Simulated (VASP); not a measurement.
# ZnO (CsCl type) (Pm-3m) in VASP: a series of runs, part 2 of 2

VASP 6.6.1. Earlier steps stand in the parts before.

## (3) Density of states, PBE

This run uses another cell than the first one, of 9.71 Å³/atom, 1.818 times its volume.

Contents of POSCAR:

```
ZnO
1.0
    2.6881761322      0.0000000000      0.0000000000
    0.0000000000      2.6881761322      0.0000000000
    0.0000000000      0.0000000000      2.6881761322
Zn O
1 1
Direct
    0.0000000000      0.0000000000      0.0000000000
    0.5000000000      0.5000000000      0.5000000000
```

Contents of INCAR.step1:

```
SYSTEM = ZnO
PREC = Accurate
ENCUT = 520
EDIFF = 1E-7
ISMEAR = -1
SIGMA = 0.05
LREAL = .FALSE.
LASPH = .TRUE.
NELM = 100
ALGO = Normal
ISIF = 2
LWAVE = .FALSE.
LCHARG = .TRUE.
GGA = PE
NBANDS = 16
```

Contents of KPOINTS.step1:

```
regular mesh
0
G
  15 15 15
  0 0 0
```

Contents of INCAR.step2:

```
SYSTEM = ZnO
PREC = Accurate
ENCUT = 520
EDIFF = 1E-7
ISMEAR = -5
SIGMA = 0.05
LREAL = .FALSE.
LASPH = .TRUE.
NELM = 100
ALGO = Normal
ISIF = 2
LWAVE = .FALSE.
LCHARG = .FALSE.
GGA = PE
LORBIT = 11
NBANDS = 16
NEDOS = 2001
ICHARG = 11
```

Contents of KPOINTS.step2:

```
regular mesh
0
G
  23 23 23
  0 0 0
```

Potentials or basis: VASP PAW PBE potentials, release 64 (Zn, O).

The run is started by

```bash
cat potpaw_PBE.64/Zn/POTCAR potpaw_PBE.64/O/POTCAR > POTCAR
cp INCAR.step1 INCAR
cp KPOINTS.step1 KPOINTS
mpirun -np 1 vasp_std > vasp.out
cp INCAR.step2 INCAR
cp KPOINTS.step2 KPOINTS
mpirun -np 1 vasp_std > vasp.out
```

OUTCAR:

```text
SYSTEM = ZnO
   PREC = Accurate
   ENCUT = 520
   EDIFF = 1E-7
   ISMEAR = -5
   LREAL = .FALSE.
   LASPH = .TRUE.
   NELM = 100
   ISIF = 2
   GGA = PE
   LORBIT = 11
   ICHARG = 11

 ion  position               nearest neighbor table
   1  0.000  0.000  0.000-   2 2.33   2 2.33   2 2.33   2 2.33   2 2.33   2 2.33   2 2.33   2 2.33

   2  0.500  0.500  0.500-   1 2.33   1 2.33   1 2.33   1 2.33   1 2.33   1 2.33   1 2.33   1 2.33

  LATTYP: Found a simple cubic cell.
 ALAT       =     2.6881761322

  Lattice vectors:

 A1 = (   2.6881761322,   0.0000000000,   0.0000000000)
 A2 = (   0.0000000000,   2.6881761322,   0.0000000000)
 A3 = (   0.0000000000,   0.0000000000,   2.6881761322)

Analysis of symmetry for initial positions (statically):
=====================================================================
 Subroutine PRICEL returns:
 Original cell was already a primitive cell.

 Routine SETGRP: Setting up the symmetry group for a
 simple cubic supercell.

 Subroutine GETGRP returns: Found 48 space group operations
 (whereof 48 operations were pure point group operations)
 out of a pool of 48 trial point group operations.

The static configuration has the point symmetry O_h .

[... 165 lines left out ...]
 cond. band min:       3.0537099321   @ k =   0.0435   0.0435   0.0000
 fundamental gap:     -0.0617352200
 Fermi energy:         3.1052941320

 k-point     1 :       0.0000    0.0000    0.0000
  band No.  band energies     occupation
      1     -15.3373      2.00000
      2      -3.3058      2.00000
      3      -3.3058      2.00000
      4      -2.2275      2.00000
      5      -2.2275      2.00000
      6      -2.2275      2.00000
[... 433 lines left out ...]
      3      -3.2716      2.00000
      4      -2.3347      2.00000
      5      -2.2992      2.00000
      6      -2.2472      2.00000
[... 8 lines left out ...]
     15      22.0180      0.00000
     16      30.7628      0.00000

 [... further k-points ...]
[... 5 lines left out ...]
  --------------------------------------------------------------------------------------
  -------------------------------------------------------------------------------------
  Total        0.0769895      0.0769895      0.0769895      0.0000000      0.0000000     -0.0000000
  in kB        6.3499320      6.3499320      6.3499320      0.0000000      0.0000000     -0.0000000
  external PRESSURE =       6.3499320 kB  Pullay stress =       0.0000000 kB

 VOLUME and BASIS-vectors are now :
 -----------------------------------------------------------------------------
  energy-cutoff  :      520.00
  volume of cell :       19.43
      direct lattice vectors                 reciprocal lattice vectors
     2.688176132  0.000000000  0.000000000     0.371999434  0.000000000  0.000000000
     0.000000000  2.688176132  0.000000000     0.000000000  0.371999434  0.000000000
     0.000000000  0.000000000  2.688176132     0.000000000  0.000000000  0.371999434

 POSITION                                       TOTAL-FORCE (eV/Angst)
 -----------------------------------------------------------------------------------
      0.00000      0.00000      0.00000         0.000000      0.000000      0.000000
      1.34409      1.34409      1.34409         0.000000      0.000000      0.000000
 -----------------------------------------------------------------------------------
    total drift:                                0.000000      0.000000      0.000000

  FREE ENERGIE OF THE ION-ELECTRON SYSTEM (eV)
  ---------------------------------------------------
  free  energy   TOTEN  =        -7.4926920502 eV

  energy  without entropy=       -7.4926920502  energy(sigma->0) =       -7.49269205

 total charge

# of ion       s       p       d       tot
------------------------------------------
    1        0.390   0.347   9.860  10.597
    2        1.586   3.349   0.000   4.935
--------------------------------------------------
tot          1.976   3.695   9.860  15.531
```

OUTCAR.step1:

```text
SYSTEM = ZnO
   PREC = Accurate
   ENCUT = 520
   EDIFF = 1E-7
   ISMEAR = -1
   LREAL = .FALSE.
[... 679 lines left out ...]
      0.00000      0.00000      0.00000         0.000000      0.000000      0.000000
      1.34409      1.34409      1.34409         0.000000      0.000000      0.000000
 -----------------------------------------------------------------------------------
    total drift:                                0.000000      0.000000      0.000000

  FREE ENERGIE OF THE ION-ELECTRON SYSTEM (eV)
  ---------------------------------------------------
  free  energy   TOTEN  =        -7.4930762115 eV

  energy  without entropy=       -7.4920308391  energy(sigma->0) =       -7.49255353
```

OSZICAR.step1:

```text
N       E                     dE             d eps       ncg     rms          rms(c)
DAV:   1     0.907122740730E+02    0.90712E+02   -0.95508E+03  4008   0.173E+03
DAV:   2    -0.495784956213E+01   -0.95670E+02   -0.85640E+02  4400   0.297E+02
DAV:   3    -0.925128307539E+01   -0.42934E+01   -0.42793E+01  4280   0.631E+01
DAV:   4    -0.926926230065E+01   -0.17979E-01   -0.17978E-01  4656   0.412E+00
DAV:   5    -0.926931488492E+01   -0.52584E-04   -0.52584E-04  4304   0.206E-01    0.835E+00
DAV:   6    -0.756013134637E+01    0.17092E+01   -0.31219E+00  5368   0.641E+01    0.579E+00
DAV:   7    -0.752491263719E+01    0.35219E-01   -0.58040E-01  3984   0.121E+01    0.295E+00
DAV:   8    -0.749587892118E+01    0.29034E-01   -0.88382E-02  4040   0.268E+00    0.558E-01
DAV:   9    -0.749303623984E+01    0.28427E-02   -0.39414E-03  5592   0.114E+00    0.104E-01
DAV:  10    -0.749306261163E+01   -0.26372E-04   -0.74295E-04  4040   0.231E-01    0.583E-02
DAV:  11    -0.749307773717E+01   -0.15126E-04   -0.25845E-05  4304   0.520E-02    0.692E-03
DAV:  12    -0.749307638718E+01    0.13500E-05   -0.18067E-06  4888   0.167E-02    0.173E-03
DAV:  13    -0.749307624922E+01    0.13797E-06   -0.17271E-07  3832   0.362E-03    0.103E-03
DAV:  14    -0.749307621148E+01    0.37739E-07   -0.16288E-08  2136   0.132E-03
   1 F= -.74930762E+01 E0= -.74925535E+01  d E =-.104537E-02
```

Wall time 97 s (1 thread of Intel Xeon 8259CL, shared host); peak memory 0.23 GiB.

Results:

- Valence electrons inside the program's atomic spheres: Zn 10.60; O 4.93

Levels at points of the mesh, in eV from the Fermi level:
| k point | band 5 | band 6 | band 7 | band 8 | band 9 | band 10 | band 11 | band 12 | band 13 | band 14 |
| --- | --- | --- | --- | --- | --- | --- | --- | --- | --- | --- |
| (0.00, 0.00, 0.00) | -5.33 | -5.33 | -1.17 | -1.17 | -1.17 | -0.84 | 14.15 | 14.15 | 17.37 | 17.37 |

Caveat: tetrahedron occupations give inexact forces and stress in metals.
